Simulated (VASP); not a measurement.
# SnSe: single point with r2SCAN

SnSe, a slab with vacuum:

```
CELL_PARAMETERS angstrom
-4.28533 0.00000 0.00000
0.00000 -4.28533 0.00000
0.00000 0.00000 10.99069
ATOMIC_POSITIONS crystal
Sn 0.50000 0.00000 0.37223
Sn 0.00000 0.50000 0.62777
Se 0.50000 0.00000 0.61604
Se 0.00000 0.50000 0.38396
```

```json
{
 "Program": "VASP 6.6.1",
 "Task": "single point",
 "Functional": "r2SCAN",
 "Potentials or basis": "VASP PAW PBE potentials, release 64 (Sn_d, Se)",
 "Cutoff": "520 eV",
 "k mesh": "6 × 6 × 3",
 "Occupations": "gaussian, width 0.05 eV",
 "Spin": "no spin polarisation",
 "Dipole correction": "no",
 "Further INCAR settings": "ALGO = Normal; EDIFF = 1e-06; NBANDS = 28"
}
```

```json
{
 "Largest force": "0.016 eV/Å",
 "Band gap on the k mesh": "1.77 eV, direct"
}
```

Forces in eV/Å, atoms in the order of the input:
```
Sn   0.000  0.000 -0.016
Sn   0.000  0.000  0.016
Se   0.000  0.000  0.000
Se   0.000  0.000  0.000
```

Levels at points of the mesh, in eV from the valence-band top:
```tsv
k point	band 16	band 17	band 18	band 19	band 20	band 21	band 22	band 23	band 24	band 25
(0.00, 0.00, 0.00)	-3.17	-3.17	-1.81	-1.81	-0.30	1.91	4.19	4.23	4.77	4.77
(0.50, 0.00, 0.00)	-2.40	-1.63	-1.63	-0.14	-0.14	1.84	1.84	2.32	2.32	3.51
(0.50, 0.50, 0.00)	-4.92	-3.32	-3.32	-1.77	-1.77	4.02	4.02	5.18	5.18	5.36
```

Run time: 4.4 min on 1 thread of Intel(R) Xeon(R) Platinum 8488C (Sapphire Rapids) (shared host), peak memory 0.36 GiB.

Caveat: the PAW data sets were made with another functional, which shifts forces and pressure a little; spin-orbit coupling is left out, which moves the levels of the heavy elements.
